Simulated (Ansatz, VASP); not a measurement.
## One calculation of CaSe, two programs

```
Ca Se
1.0
     0.00000    3.03600    3.56400
     3.03600    0.00000    3.56400
     3.03600    3.03600    0.00000
Ca Se
1 1
Direct
  0.00000 0.00000 0.00000
  0.75000 0.75000 0.75000
```

Change from the starting cell: strain -0.080 along x and y, +0.080 along z, atoms carried along.

Alike in both runs: task single point; functional PBE; k mesh 6 × 6 × 6; occupations gaussian, width 0.05 eV; no spin polarisation.

|  | VASP | Ansatz |
| --- | --- | --- |
| version | VASP 6.6.1 | Ansatz 0.2.0 |
| potentials or method | VASP PAW PBE potentials, release 64 (Ca_sv, Se), cutoff 520 eV | scalar-relativistic, plane waves, PAW |
| valence electrons in the cell | 16 | 26 |

|  | VASP | Ansatz | Ansatz less VASP |
| --- | --- | --- | --- |
| gap on the k mesh at the Fermi level (eV) | 2.98 | 2.98 | +0.002 |
| least direct gap on the mesh (eV) | 3.09 | 3.10 | +0.006 |
| pressure (GPa) | 2.8 | 2.6 | -0.13 |
| traceless stress, the component that is largest in VASP (GPa) | -0.90 | -0.93 | -0.031 |

VASP's potentials hold 16 valence electrons a cell and Ansatz's 26, so a difference there can come from the potentials and not from the codes.
